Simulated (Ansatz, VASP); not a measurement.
## InSe in VASP and in Ansatz

```
CELL_PARAMETERS angstrom
4.00000 0.00000 0.00000
-2.00000 3.46410 0.00000
0.00000 0.00000 51.20000
ATOMIC_POSITIONS crystal
Se 0.33333 0.66667 0.17496
Se 0.33333 0.66667 0.28058
Se 0.00000 0.00000 0.33859
Se 0.00000 0.00000 0.44418
In 0.00000 0.00000 0.20053
In 0.00000 0.00000 0.25507
In 0.66667 0.33333 0.36406
In 0.66667 0.33333 0.41860
```

Alike in both runs: functional PBE; dispersion D3(BJ); k mesh 10 × 10 × 1; occupations gaussian, width 0.02 eV; no spin polarisation.

Ansatz relaxed the structure, and its values are those at the end. VASP's run is a single point on that final structure, the one shown.

```csv
,VASP,Ansatz
version,VASP 6.6.1,Ansatz 0.2.0
potentials or method,"VASP PAW PBE potentials, release 64 (Se, In_d)","scalar-relativistic, plane waves, PAW"
plane-wave cutoff (eV),520,420
valence electrons in the cell,76,116
```

Ansatz gave:

```
gap on the k mesh at the Fermi level (eV) : 1.17
least direct gap on the mesh (eV)         : 1.23
rms of the force components (eV/Å)        : 0.000
```

What did VASP give for the same quantities?

gap on the k mesh at the Fermi level (eV): 1.15; least direct gap on the mesh (eV): 1.22; rms of the force components (eV/Å): 0.008.

VASP's potentials hold 76 valence electrons a cell and Ansatz's 116, so a difference there can come from the potentials and not from the codes. Ansatz's warnings: slab cell height set, xc potential rough in thin density.
